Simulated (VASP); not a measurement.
Write the native input for VASP 6.6.1 that does the following.

* Task: electric field gradients
* Functional: LDA
* Potentials or basis: VASP PAW LDA potentials, release 64 (B, P)
* Cutoff: 520 eV
* k mesh: 15 × 15 × 15
* Occupations: fermi-dirac, width 0.05 eV
* Spin: no spin polarisation
* Dipole correction: no
* Further INCAR settings: ALGO = Normal; EDIFF = 1e-08; NBANDS = 11

The structure of BP lies in POSCAR:

```
BP
1.0
    0.0000000000      2.3135014941      2.3135014941
    2.3135014941      0.0000000000      2.3135014941
    2.3135014941      2.3135014941      0.0000000000
B P
1 1
Direct
    0.0000000000      0.0000000000      0.0000000000
    0.7500000000      0.7500000000      0.7500000000
```

The input as run:

INCAR

```
PREC     = Accurate       # precision mode
ENCUT    = 520            # plane-wave cutoff, eV
EDIFF    = 1E-8           # SCF threshold, eV
ISMEAR   = -1             # smearing method
SIGMA    = 0.05           # smearing width, eV
LREAL    = False          # projectors in reciprocal space
LASPH    = True           # aspherical terms in the spheres
NELM     = 100            # most SCF steps
ALGO     = Normal         # electronic algorithm
ISIF     = 2              # what is computed and relaxed
LWAVE    = False          # write WAVECAR
LCHARG   = False          # write CHGCAR
GGA      = CA             # functional
LEFG     = True         
NBANDS   = 11             # bands
```

KPOINTS

```
regular mesh
0
Gamma
  15 15 15
```

Potentials or basis: VASP PAW LDA potentials, release 64 (B, P).

Launch:

```bash
$ cat potpaw_LDA.64/B/POTCAR potpaw_LDA.64/P/POTCAR > POTCAR
$ mpirun -np 1 vasp_std > vasp.out
```

Results of the run:

```
Pressure                                : -13.4 GPa
Band gap on the k mesh                  : 1.25 eV (least direct gap 3.29 eV)
Largest electric field gradient by atom : zero within the noise of the run
```

Caveat: the cell stands under tension; an odd mesh through Γ misses points on the zone boundary, where band edges can lie.

Run time: 13 s on 1 thread of AMD EPYC 9R45 96-Core Processor (Zen 5), on a shared host, peak memory 0.11 GiB.
